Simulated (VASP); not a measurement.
Set up this calculation in VASP 6.6.1, as the native input.

```
Task                   : single point
Functional             : BLYP
Potentials or basis    : VASP PAW PBE potentials, release 64 (P)
Cutoff                 : 520 eV
k mesh                 : 14 × 14 × 14
Occupations            : fermi-dirac, width 0.1 eV
Spin                   : no spin polarisation
Dipole correction      : no
Further INCAR settings : ALGO = Normal; EDIFF = 1e-07; NBANDS = 8
```

The structure of P lies in POSCAR:

```
P
1.0
    2.4953272320      0.0000000000      0.0000000000
    0.0000000000      2.4953272320      0.0000000000
    0.0000000000      0.0000000000      2.4953272320
P
1
Direct
    0.0000000000      0.0000000000      0.0000000000
```

This cell differs from its parent crystal: volume scaled by 0.96.

One way to write it, as run:

INCAR

```
SYSTEM = P
PREC     = Accurate       ! precision mode
ENCUT    = 520            ! plane-wave cutoff, eV
EDIFF    = 1E-7           ! SCF threshold, eV
ISMEAR   = -1             ! smearing method
SIGMA    = 0.1            ! smearing width, eV
LREAL    = .False.        ! projectors in reciprocal space
LASPH    = .True.         ! aspherical terms in the spheres
NELM     = 60             ! most SCF steps
ALGO     = Normal         ! electronic algorithm
ISIF     = 2              ! what is computed and relaxed
LWAVE    = .False.        ! write WAVECAR
LCHARG   = .True.         ! write CHGCAR
GGA      = B5             ! functional
ALDAX    = 1.0          
AGGAX    = 1.0          
AGGAC    = 1.0          
ALDAC    = 0.0          
LELF     = .True.         ! ELF
LVHAR    = .True.       
NBANDS   = 8              ! bands
```

KPOINTS

```
regular mesh
0
Gamma
  14 14 14
  0 0 0
```

Potentials or basis: VASP PAW PBE potentials, release 64 (P).

Command:

```console
$ cat potpaw_PBE.64/P/POTCAR > POTCAR
$ mpirun -np 1 vasp_std > vasp.out
```

Results of the run:

| Quantity | Value |
| --- | --- |
| Pressure | 3.6 GPa |

Caveat: the PAW data sets were made with another functional, which shifts forces and pressure a little.

Run time: 8.4 s on 1 thread of Intel(R) Xeon(R) Platinum 8375C CPU @ 2.90GHz (Ice Lake), on a shared host, peak memory 0.12 GiB.
